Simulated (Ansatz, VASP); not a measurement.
**YZr2O2 in VASP and in Ansatz**

```
Y Zr O
1.0
     3.29657    0.00000    0.00000
    -1.64828    2.85491    0.00000
     0.00000    0.00000    8.14874
Y Zr O
1 2 2
Direct
  0.00000 0.00000 0.00000
  0.33333 0.66667 0.34207
  0.66667 0.33333 0.65793
  0.33333 0.66667 0.83407
  0.66667 0.33333 0.16593
```

Change from the starting cell: species swapped into the Mn2ZnAs2 type (P-3m1, No. 164).

Alike in both runs: task single point; functional PBE; k mesh 6 × 6 × 2; occupations gaussian, width 0.1 eV; collinear spin.

|  | VASP | Ansatz |
| --- | --- | --- |
| version | VASP 6.6.1 | Ansatz 0.2.0 |
| potentials or method | VASP PAW PBE potentials, release 64 (Y_sv, Zr_sv, O), cutoff 520 eV | scalar-relativistic, plane waves, PAW |
| valence electrons in the cell | 47 | 47 |

|  | VASP | Ansatz | Ansatz less VASP |
| --- | --- | --- | --- |
| gap on the k mesh at the Fermi level (eV) | none | none | - |
| pressure (GPa) | 0.1 | 0.1 | -0.02 |
| rms of the force components (eV/Å) | 0.044 | 0.040 | -0.0049 |
| net moment per atom (μB) | 0.00 | 0.00 | 0.000 |

Atom by atom the forces differ by 0.006 eV/Å (rms over components). A gap of «none» marks a metal or a gap that the smearing closes. Ansatz's warnings: seeded moment not kept.

The k mesh is coarse, so the values compare programs but aren't converged.
